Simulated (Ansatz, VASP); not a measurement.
## SnO in VASP and in Ansatz

INCAR

```
SYSTEM = SnO
  PREC = Accurate
  ENCUT = 600
  EDIFF = 1E-6
  ISMEAR = -1
  SIGMA = 0.1
  LREAL = .FALSE.
  LASPH = .TRUE.
  NELM = 100
  ALGO = Normal
  ISIF = 3
  LWAVE = .FALSE.
  LCHARG = .FALSE.
  GGA = PS
  IBRION = 2
  NSW = 80
  EDIFFG = -0.01
```

KPOINTS

```
Automatic mesh
0
G
  8 8 7
  0 0 0
```

Contents of POSCAR:

```
SnO
1.0
    3.7986000000      0.0000000000      0.0000000000
    0.0000000000      3.7986000000      0.0000000000
    0.0000000000      0.0000000000      4.8408000000
Sn O
2 2
Direct
    0.5000000000      0.0000000000      0.2369000000
    0.0000000000      0.5000000000      0.7631000000
    0.0000000000      0.0000000000      0.0000000000
    0.5000000000      0.5000000000      0.0000000000
```

Input for Ansatz:

```yaml
crystal:
  lattice:
    - [3.7986, 0.0, 0.0]
    - [0.0, 3.7986, 0.0]
    - [0.0, 0.0, 4.8408]
  atoms:
    - { symbol: Sn, position: [0.5, 0.0, 0.2369] }
    - { symbol: Sn, position: [0.0, 0.5, 0.7631] }
    - { symbol: O, position: [0.0, 0.0, 0.0] }
    - { symbol: O, position: [0.5, 0.5, 0.0] }
  symmetry: { tolerance: 0.0003 }
hamiltonian:
  xc: pbesol
  pseudopotentials: { kind: paw, azcp: { folder: soft_1 } }
basis:
  ecutwfc: 420
magnetization:
  spin_polarized: false
scf:
  occupations: { method: fermi_dirac, width: 0.1 }
kpoints:
  mp_grid: { grid: [8, 8, 7], shift: [0, 0, 0] }
output:
  forces: true
  stress: true
  eigenvalues: true
relax:
  max_steps: 60
  cell: {}
```

Alike in both runs: task relaxation of cell and atoms; functional PBEsol; k mesh 8 × 8 × 7; occupations fermi-dirac, width 0.1 eV; no spin polarisation.

```csv
,VASP,Ansatz
version,VASP 6.6.1,Ansatz 0.2.0
potentials or method,"VASP PAW PBE potentials, release 64 (Sn_d, O), cutoff 600 eV",PAW plane waves
valence electrons in the cell,40,40
```

|  | VASP | Ansatz | Ansatz less VASP |
| --- | --- | --- | --- |
| gap on the k mesh at the Fermi level, each at its own relaxed structure (eV) | none | none | - |
| relaxed volume (Å³/atom) | 17.09 | 17.13 | +0.040 |
| relaxed cell length with the largest relative difference (Å) | 4.726 | 4.741 | +0.0148 |

VASP's potentials were made for PBE, not for PBEsol, and Ansatz warns of the same on its side. A gap of «none» marks a metal or a gap that the smearing closes.
